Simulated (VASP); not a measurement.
Runs of VASP 6.6.1 on CaO (sol). The structure is that of space group Fm-3m (No. 225), or close to it. The cells are those of the table. 

```csv
task,cell,smearing,gap on the mesh (eV),pressure (GPa),relaxed volume (Å³/atom)
relaxation of cell and atoms,"relaxed from a = 3.470 Å, angles 60.0°, 2 atoms",gaussian 0.1 eV,3.53,0.0,13.60
relaxation of cell and atoms,"relaxed from a = 3.371 Å, angles 60.0°, 2 atoms",gaussian 0.02 eV,3.53,0.0,13.61
single point,"a = 3.370 Å, angles 60.0°, 2 atoms",gaussian 0.02 eV,3.52,(a),-
single point,"a = 3.371 Å, angles 60.0°, 2 atoms",gaussian 0.1 eV,3.52,0.5,-
```

Alike in all rows: level PBEsol; potentials or basis VASP PAW PBE potentials, release 64 (Ca_sv, O); no spin polarisation; k mesh 8 × 8 × 8; cutoff (eV) 600.

Fill in the values left out.

(a) 0.6.

Caveats: the PAW data sets were made with another functional, which shifts forces and pressure a little.

A k mesh can miss the band edges.
